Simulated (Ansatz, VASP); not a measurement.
**Ag: VASP beside Ansatz**

POSCAR

```
Ag
1.0
   -1.6445418934      1.6445418934      1.6445418934
    1.6445418934     -1.6445418934      1.6445418934
    1.6445418934      1.6445418934     -1.6445418934
Ag
1
Direct
    0.0000000000      0.0000000000      0.0000000000
```

Contents of INCAR.step1:

```
SYSTEM = Ag
  PREC = Accurate
  ENCUT = 520
  EDIFF = 1E-5
  ISMEAR = -1
  SIGMA = 0.05
  LREAL = .FALSE.
  LASPH = .TRUE.
  NELM = 60
  ALGO = Normal
  ISIF = 2
  LWAVE = .TRUE.
  LCHARG = .FALSE.
  GGA = PE
  NBANDS = 12
```

File INCAR.step2:

```
SYSTEM = Ag
  PREC = Accurate
  ENCUT = 520
  EDIFF = 1E-6
  ISMEAR = -1
  SIGMA = 0.05
  LREAL = .FALSE.
  LASPH = .TRUE.
  NELM = 60
  ALGO = Normal
  ISIF = 2
  LWAVE = .FALSE.
  LCHARG = .FALSE.
  GGA = PE
  LHFCALC = .TRUE.
  HFSCREEN = 0.2079
  PRECFOCK = Normal
  ISTART = 1
  NBANDS = 12
```

Contents of KPOINTS:

```
regular mesh
0
G
  6 6 6
  0 0 0
```

The input input:

```
crystal:
  lattice:
    - [-1.6445418934, 1.6445418934, 1.6445418934]
    - [1.6445418934, -1.6445418934, 1.6445418934]
    - [1.6445418934, 1.6445418934, -1.6445418934]
  atoms:
    - { symbol: Ag, position: [0.0, 0.0, 0.0] }
hamiltonian:
  xc: hse06
  pseudopotentials: { kind: paw }
kpoints:
  mp_grid: { grid: [6, 6, 6] }
scf:
  occupations: { method: fermi_dirac, width: 0.05 }
output:
  forces: true
  stress: true
  eigenvalues: true
```

Alike in both runs: task single point; functional HSE06; k mesh 6 × 6 × 6; occupations fermi-dirac, width 0.05 eV; no spin polarisation.

|  | VASP | Ansatz |
| --- | --- | --- |
| version | VASP 6.6.1 | Ansatz 0.2.0 |
| potentials or method | VASP PAW PBE potentials, release 64 (Ag) | Ansatz PAW |
| plane-wave cutoff (eV) | 520 | 420 |
| valence electrons in the cell | 11 | 19 |

```tsv
	VASP	Ansatz	Ansatz less VASP
gap on the k mesh at the Fermi level (eV)	none	none	-
pressure (GPa)	0.8	0.8	-0.05
```

A gap of «none» marks a metal or a gap that the smearing closes. With one functional, cell and mesh, what is left measures potentials, basis and numerics. VASP's potentials hold 11 valence electrons a cell and Ansatz's 19, so a difference there can come from the potentials and not from the codes.

The k mesh is coarse, so the values compare programs but aren't converged.
